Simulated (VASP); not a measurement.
# Rb2AlH4 (I4/mmm) in VASP: notebook, part 2 of 2

VASP 6.6.1. The steps go on from the part before.

**3. Single point, PBE**

This run uses another cell than the first one, of the same volume but with other edges.

The input, INCAR:

```
PREC = Accurate ; ENCUT = 520
EDIFF = 1E-7 ; ISMEAR = 0
SIGMA = 0.2 ; LREAL = False
LASPH = True ; NELM = 100
ALGO = Normal ; ISIF = 2
LWAVE = False ; LCHARG = False
GGA = PE ; NBANDS = 22
```

The input, KPOINTS:

```
regular mesh
0
Gamma
  6 6 6
```

The input, POSCAR:

```
Rb2AlH4
1.0
    0.0000000000     -3.8788542000      0.0000000000
    3.8788542000      0.0000000000      0.0000000000
   -1.9394271000      1.9394271000      9.4778614000
Rb Al H
2 1 4
Direct
    0.3672670000      0.3672670000      0.7345340000
    0.6327330000      0.6327330000      0.2654660000
    0.0000000000      0.0000000000      0.0000000000
    0.0000000000      0.5000000000      0.0000000000
    0.0878640000      0.0878640000      0.1757280000
    0.5000000000      0.0000000000      0.0000000000
    0.9121360000      0.9121360000      0.8242720000
```

Potentials or basis: VASP PAW PBE potentials, release 64 (Rb_sv, Al, H).

Command:

```
> cat potpaw_PBE.64/Rb_sv/POTCAR potpaw_PBE.64/Al/POTCAR potpaw_PBE.64/H/POTCAR > POTCAR
> mpirun -np 1 vasp_std > vasp.out
```

OUTCAR:

```text
PREC = Accurate
   ENCUT = 520
   EDIFF = 1E-7
   ISMEAR = 0
   LREAL = False
   LASPH = True
   NELM = 100
   ISIF = 2
   GGA = PE

 ion  position               nearest neighbor table
   1  0.367  0.367  0.735-   7 2.87   7 2.87   7 2.87   7 2.87   4 3.18   4 3.18   6 3.18   6 3.18
                             3 3.72   3 3.72   3 3.72   3 3.72   2 5.03   2 5.22   2 5.22   2 5.22
   2  0.633  0.633  0.265-   5 2.87   5 2.87   5 2.87   5 2.87   6 3.18   4 3.18   6 3.18   4 3.18
                             3 3.72   3 3.72   3 3.72   3 3.72   1 5.03   1 5.22   1 5.22   1 5.22
   3  0.000  0.000  0.000-   5 1.67   7 1.67   6 1.94   4 1.94   4 1.94   6 1.94   2 3.72   2 3.72
                             1 3.72   1 3.72   2 3.72   1 3.72   2 3.72   1 3.72
   4  0.000  0.500  0.000-   3 1.94   3 1.94   2 3.18   2 3.18   1 3.18   1 3.18
   5  0.088  0.088  0.176-   3 1.67   2 2.87   2 2.87   2 2.87   2 2.87
   6  0.500  0.000  0.000-   3 1.94   3 1.94   2 3.18   2 3.18   1 3.18   1 3.18
   7  0.912  0.912  0.824-   3 1.67   1 2.87   1 2.87   1 2.87   1 2.87

  LATTYP: Found a body centered tetragonal cell.
 ALAT       =     3.8788542000
 C/A-ratio  =     4.8869387254

  Lattice vectors:

 A1 = (  -1.9394271000,  -1.9394271000,  -9.4778614000)
 A2 = (   1.9394271000,   1.9394271000,  -9.4778614000)
[... 189 lines left out ...]
 val. band max:        2.1598283439   @ k =   0.3333   0.1667   0.0000
 cond. band min:       2.2566801397   @ k =  -0.3333   0.3333   0.0000
 fundamental gap:      0.0968517958
 Fermi energy:         2.2089116954

 k-point     1 :       0.0000    0.0000    0.0000
  band No.  band energies     occupation
      1     -26.6579      2.00000
      2     -26.6551      2.00000
      3     -10.9257      2.00000
      4     -10.7432      2.00000
      5     -10.5452      2.00000
      6     -10.5452      2.00000
[... 589 lines left out ...]
     21       7.3459      0.00000
     22       7.6479      0.00000

 [... further k-points ...]
[... 5 lines left out ...]
  --------------------------------------------------------------------------------------
  -------------------------------------------------------------------------------------
  Total       -0.0219716     -0.0219716      0.0040061      0.0000000     -0.0000000      0.0000000
  in kB       -0.2468622     -0.2468622      0.0450109      0.0000000     -0.0000000      0.0000000
  external PRESSURE =      -0.1495711 kB  Pullay stress =       0.0000000 kB

 VOLUME and BASIS-vectors are now :
 -----------------------------------------------------------------------------
  energy-cutoff  :      520.00
  volume of cell :      142.60
      direct lattice vectors                 reciprocal lattice vectors
     0.000000000 -3.878854200  0.000000000     0.000000000 -0.257808092  0.052754517
     3.878854200  0.000000000  0.000000000     0.257808092  0.000000000  0.052754517
    -1.939427100  1.939427100  9.477861400     0.000000000  0.000000000  0.105509034

 POSITION                                       TOTAL-FORCE (eV/Angst)
 -----------------------------------------------------------------------------------
      0.00000      0.00000      6.96181        -0.000000      0.000000     -0.003069
      1.93943     -1.93943      2.51605         0.000000     -0.000000      0.003069
      0.00000      0.00000      0.00000         0.000000      0.000000      0.000000
      1.93943      0.00000      0.00000         0.000000      0.000000      0.000000
      0.00000     -0.00000      1.66553         0.000000     -0.000000      0.010990
      0.00000     -1.93943      0.00000         0.000000      0.000000      0.000000
      1.93943     -1.93943      7.81234        -0.000000      0.000000     -0.010990
 -----------------------------------------------------------------------------------
    total drift:                                0.000000     -0.000000      0.000000

  FREE ENERGIE OF THE ION-ELECTRON SYSTEM (eV)
  ---------------------------------------------------
  free  energy   TOTEN  =       -19.8299745334 eV

  energy  without entropy=      -19.7931259230  energy(sigma->0) =      -19.81155023
```

OSZICAR:

```text
N       E                     dE             d eps       ncg     rms          rms(c)
DAV:   1     0.108782565619E+03    0.10878E+03   -0.97436E+03  1320   0.889E+02
DAV:   2    -0.135280505185E+02   -0.12231E+03   -0.11949E+03  1694   0.185E+02
DAV:   3    -0.218625195381E+02   -0.83345E+01   -0.82938E+01  2020   0.480E+01
DAV:   4    -0.220674361551E+02   -0.20492E+00   -0.20447E+00  2020   0.597E+00
DAV:   5    -0.220721664512E+02   -0.47303E-02   -0.47297E-02  1912   0.839E-01    0.705E+00
DAV:   6    -0.201612618600E+02    0.19109E+01   -0.27366E+00  1528   0.532E+00    0.402E+00
DAV:   7    -0.198359117382E+02    0.32535E+00   -0.11082E+00  1654   0.369E+00    0.184E+00
DAV:   8    -0.198276666505E+02    0.82451E-02   -0.10834E-01  1748   0.136E+00    0.664E-01
DAV:   9    -0.198297279987E+02   -0.20613E-02   -0.80182E-03  1730   0.424E-01    0.141E-01
DAV:  10    -0.198299538326E+02   -0.22583E-03   -0.66995E-04  1674   0.137E-01    0.436E-02
DAV:  11    -0.198299711033E+02   -0.17271E-04   -0.10822E-04  1820   0.576E-02    0.169E-02
DAV:  12    -0.198299735677E+02   -0.24644E-05   -0.32913E-05  1686   0.282E-02    0.498E-03
DAV:  13    -0.198299742616E+02   -0.69390E-06   -0.19821E-06  1786   0.776E-03    0.159E-03
DAV:  14    -0.198299745744E+02   -0.31283E-06   -0.31839E-07  1564   0.343E-03    0.647E-04
DAV:  15    -0.198299745334E+02    0.41014E-07   -0.32628E-08  1122   0.912E-04
   1 F= -.19829975E+02 E0= -.19811550E+02  d E =-.368486E-01
```

Run time: 63 s. Hardware: 1 thread of Intel Xeon 6975P-C (Granite Rapids), shared host; peak memory 0.29 GiB.

What came out:

```
Free energy   : -19.8300 eV
Pressure      : 0.0 GPa
Largest force : 0.011 eV/Å
```

Forces on the atoms (eV/Å):
```
Rb   0.000  0.000 -0.003
Rb   0.000  0.000  0.003
Al   0.000  0.000  0.000
H    0.000  0.000  0.000
H    0.000  0.000  0.011
H    0.000  0.000  0.000
H    0.000  0.000 -0.011
```
